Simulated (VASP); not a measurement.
Write the native input for VASP 6.6.1 that does the following.

```
Task                   : single point
Functional             : LDA
Potentials or basis    : VASP PAW LDA potentials, release 64 (K_sv, Mg, H)
Cutoff                 : 520 eV
k mesh                 : 8 × 8 × 8
Occupations            : gaussian, width 0.05 eV
Spin                   : no spin polarisation
Dipole correction      : no
Further INCAR settings : ALGO = Normal; EDIFF = 1e-06; NBANDS = 15
```

The structure of KMgH3 lies in POSCAR:

```
KMgH3
1.0
    4.0250000000      0.0000000000      0.0000000000
    0.0000000000      4.0250000000      0.0000000000
    0.0000000000      0.0000000000      4.2262500000
K Mg H
1 1 3
Direct
    0.0000000000      0.0000000000      0.0000000000
    0.5000000000      0.5000000000      0.5000000000
    0.0000000000      0.5000000000      0.5000000000
    0.5000000000      0.0000000000      0.5000000000
    0.5000000000      0.5000000000      0.0000000000
```

This cell differs from its parent crystal: strain +0.000 along x and y, +0.050 along z.

The input as run:

INCAR

```
ALGO = Normal ; EDIFF = 1E-6
ENCUT = 520 ; GGA = CA
ISIF = 2 ; ISMEAR = 0
LASPH = T ; LCHARG = F
LREAL = F ; LWAVE = F
NBANDS = 15 ; NELM = 100
PREC = Accurate ; SIGMA = 0.05
```

KPOINTS

```
k-points
0
Gamma
  8 8 8
```

Potentials or basis: VASP PAW LDA potentials, release 64 (K_sv, Mg, H).

Launch:

```sh
$ cat potpaw_LDA.64/K_sv/POTCAR potpaw_LDA.64/Mg/POTCAR potpaw_LDA.64/H/POTCAR > POTCAR
$ mpirun -np 1 vasp_std > vasp.out
```

Results of the run:

| Quantity | Value |
| --- | --- |
| Pressure | -4.4 GPa |
| Band gap on the k mesh | 1.89 eV, indirect (least direct gap 3.89 eV) |

Caveat: the cell differs from its parent crystal (strain +0.000 along x and y, +0.050 along z).

Run time: 82 s on 1 thread of Intel Xeon 8259CL, with other jobs on the host, peak memory 0.21 GiB.
